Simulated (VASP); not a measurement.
Crystal: NbCu2.

```
Nb Cu
1.0
     0.00000    2.58631    2.58631
     2.58631    0.00000    2.58631
     2.58631    2.58631    0.00000
Nb Cu
1 2
Direct
  0.00000 0.00000 0.00000
  0.25000 0.25000 0.25000
  0.75000 0.75000 0.75000
```

* Program: VASP 6.6.1
* Task: relaxation of cell and atoms
* Functional: PBE
* Potentials or basis: VASP PAW PBE potentials, release 64 (Nb_sv, Cu)
* Cutoff: 600 eV
* k mesh: 6 × 6 × 6
* Occupations: gaussian, width 0.1 eV
* Spin: no spin polarisation

At the start: pressure 113.0 GPa; volume 11.53 Å³/atom.

Q: Where does the relaxation end?

A: Over 5 steps the energy falls by 1396.4 meV/atom and the volume is 17.18 Å³/atom (+49.0 %); space group Fm-3m (No. 225, to 0.05 Å).

The path:
| step | energy change (eV) | largest force (eV/Å) | pressure (GPa) | volume (Å³) |
| --- | --- | --- | --- | --- |
| 1 | 0.0000 | 0.0000 | 113.02 | 34.60 |
| 2 | -0.3376 | 0.0000 | -16.60 | 93.42 |
| 3 | -4.1444 | 0.0000 | -5.11 | 54.35 |
| 4 | -4.1803 | 0.0000 | -2.52 | 52.85 |
| 5 | -4.1892 | 0.0000 | 0.25 | 51.54 |

Final structure:
```
CELL_PARAMETERS angstrom
0.00000 2.95372 2.95372
2.95372 0.00000 2.95372
2.95372 2.95372 0.00000
ATOMIC_POSITIONS crystal
Nb 0.00000 0.00000 0.00000
Cu 0.25000 0.25000 0.25000
Cu 0.75000 0.75000 0.75000
```

Caveat: the volume moved by over 15 % at a fixed basis, so the end points are rough.
